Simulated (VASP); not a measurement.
Crystal: SnO2.

```xyz
6
Lattice="4.7880 0.0000 0.0000 0.0000 4.8666 0.0000 0.0000 0.0000 3.2409" Properties=species:S:1:pos:R:3 pbc="T T T"
Sn    2.3940    2.4333    1.6204
Sn    0.0000    0.0000    0.0000
O     1.3974    1.5624    0.0000
O     3.7914    0.8709    1.6204
O     0.9966    3.9957    1.6204
O     3.3906    3.3042    0.0000
```

| Item | Value |
| --- | --- |
| Program | VASP 6.6.1 |
| Task | relaxation of cell and atoms |
| Functional | LDA |
| Potentials or basis | VASP PAW LDA potentials, release 64 (Sn_d, O) |
| Cutoff | 600 eV |
| k mesh | 4 × 4 × 6 |
| Occupations | gaussian, width 0.1 eV |
| Spin | no spin polarisation |

At the start: pressure -10.6 GPa; volume 12.59 Å³/atom.

Question: Where does the relaxation end?

Answer: Over 16 steps the energy falls by 25.9 meV/atom and the volume is 11.87 Å³/atom (-5.7 %); space group Pnnm (No. 58, to 0.1 Å) before and after.

The path:
```csv
step,energy change (eV),largest force (eV/Å),pressure (GPa),volume (Å³)
1,0.0000,0.1512,-10.59,75.52
2,0.1025,0.5774,17.33,66.79
3,-0.1429,0.1587,-0.31,71.54
4,-0.1430,0.1637,-0.05,71.46
5,-0.1488,0.0546,0.09,71.23
6,-0.1489,0.0643,0.12,71.21
7,-0.1496,0.0542,-0.10,71.28
8,-0.1499,0.0566,-0.65,71.46
9,-0.1500,0.0516,-0.46,71.39
10,-0.1504,0.0527,-0.29,71.35
11,-0.1511,0.0682,0.10,71.23
12,-0.1508,0.1214,0.92,71.00
13,-0.1512,0.0873,0.40,71.14
14,-0.1517,0.0821,0.39,71.15
15,-0.1531,0.0671,0.36,71.18
16,-0.1552,0.0405,0.27,71.23
```

Final structure:
```
CELL_PARAMETERS angstrom
4.70008 0.00000 0.00000
0.00000 4.73681 0.00000
0.00000 0.00000 3.19962
ATOMIC_POSITIONS crystal
Sn 0.50000 0.50000 0.50000
Sn 0.00000 0.00000 0.00000
O 0.29842 0.31405 0.00000
O 0.79842 0.18595 0.50000
O 0.20158 0.81405 0.50000
O 0.70158 0.68595 0.00000
```

Caveat: the relaxation stopped at a loose force limit of 0.05 eV/Å, so its end isn't a converged minimum.
